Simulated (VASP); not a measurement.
## CoSi2: single point with PBE

Crystal: CoSi2.

```
Co Si
1.0
     0.00000    2.74759    2.74759
     2.74759    0.00000    2.74759
     2.74759    2.74759    0.00000
Co Si
1 2
Direct
  0.00000 0.00000 0.00000
  0.25000 0.25000 0.25000
  0.75000 0.75000 0.75000
```

```
Program             : VASP 6.6.1
Task                : single point
Functional          : PBE
Potentials or basis : VASP PAW PBE potentials, release 64 (Co, Si)
Cutoff              : 520 eV
k mesh              : 9 × 9 × 9
Occupations         : fermi-dirac, width 0.1 eV
Spin                : collinear spin, ferromagnetic start
Starting moments    : [1.8, 0.0, 0.0] μB
```

- Pressure: -11.0 GPa
- Net moment: 0.00 μB per cell
- Valence electrons inside the program's atomic spheres: Co 8.65; Si 1.55

Levels at points of the mesh, in eV from the Fermi level:
Spin up:
| k point | band 7 | band 8 | band 9 | band 10 | band 11 | band 12 |
| --- | --- | --- | --- | --- | --- | --- |
| (0.00, 0.00, 0.00) | 0.03 | 3.12 | 3.12 | 3.12 | 3.42 | 3.42 |
Spin down:
```tsv
k point	band 6	band 7	band 8	band 9	band 10	band 11	band 12	band 13
(0.00, 0.00, 0.00)	-1.67	0.03	3.12	3.12	3.12	3.42	3.42	3.42
```

Wall time 39 s on 1 thread of AMD EPYC 9R45 96-Core Processor (Zen 5) (shared host), peak memory 0.18 GiB.

Caveat: the starting moments collapsed, and a magnetic state may lie lower.
